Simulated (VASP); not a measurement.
A run of VASP 6.6.1:

File INCAR:

```
SYSTEM = Al17N16
  ALGO = Normal
  EDIFF = 1E-6
  ENCUT = 520
  GGA = PE
  ISIF = 2
  ISMEAR = 0
  LASPH = .TRUE.
  LCHARG = .TRUE.
  LELF = .TRUE.
  LREAL = Auto
  LVHAR = .TRUE.
  LWAVE = .FALSE.
  NBANDS = 88
  NELM = 100
  PREC = Accurate
  SIGMA = 0.02
```

Contents of KPOINTS:

```
Automatic mesh
0
Gamma
  2 2 2
  0.5 0.5 0.5
```

POSCAR

```
Al17N16
1.0
   -4.4031742052      4.4031742052     -4.4031742052
    4.4031742052      4.4031742052      4.4031742052
    4.4031742052     -4.4031742052     -4.4031742052
Al N
17 16
Direct
    0.4914689720      0.4863617473     -0.0080087678
    0.2496129948      0.7466909885     -0.0048789803
    0.7480260481      0.4916750733      0.7411612278
   -0.0066310118     -0.0332183087     -0.0384889382
    0.4995127146      0.7460983479      0.7429720805
    0.7422286395      0.2518209474     -0.0130043685
    0.2559835127     -0.0006605462      0.7531595039
   -0.0016945730      0.5181884463      0.5096881012
    0.7434812586      0.7391222442      0.4919297759
    0.0052198707      0.2503131715      0.7511847921
    0.2636552509      0.5202560456      0.2431786593
    0.5053410100     -0.0050288721      0.4990905192
    0.2585820926      0.2354168724      0.5586836644
    0.0034711323      0.8283692241      0.2468164895
    0.7273954767     -0.0271884542      0.2455348005
    0.5004840593      0.2479566897      0.2447000618
    0.0187419339      0.2181581866      0.2581754541
    0.2552898086      0.7519289144      0.7522124598
   -0.0047800743     -0.0109993377      0.7292172307
    0.5051833964      0.7497463980      0.4996040124
    0.7520549598      0.2466520627      0.7442140254
    0.2631494794     -0.0177878495      0.5074321151
    0.5077965113      0.5027743389      0.7522524310
   -0.0102769043      0.2622178788      0.5033863973
    0.7356838156      0.7305815873      0.2415798128
    0.4933842948     -0.0034471723      0.2471000350
    0.7433181944      0.4953226691      0.4946330530
   -0.0020221775      0.7336769679     -0.0176203567
    0.2491791033      0.2552094120      0.2146818309
    0.0039636179      0.4619736593      0.2496962302
    0.7491481932      0.0029486683     -0.0062549195
    0.5034187604      0.2462390652     -0.0009588537
    0.2506319188      0.5036314478     -0.0080705415
```

Potentials or basis: VASP PAW PBE potentials, release 64 (Al, N).

Run with:

```bash
$ cat potpaw_PBE.64/Al/POTCAR potpaw_PBE.64/N/POTCAR > POTCAR
$ mpirun -np 1 vasp_std > vasp.out
```

Hardware: 1 thread of Intel(R) Xeon(R) Platinum 8488C (Sapphire Rapids), on a shared host.

**Question.** How long does it take, and how much memory?

**Answer.** Run time: 3.3 min on 1 thread of Intel(R) Xeon(R) Platinum 8488C (Sapphire Rapids), on a shared host, peak memory 0.48 GiB. Counts: scf iterations 15, k points 4.
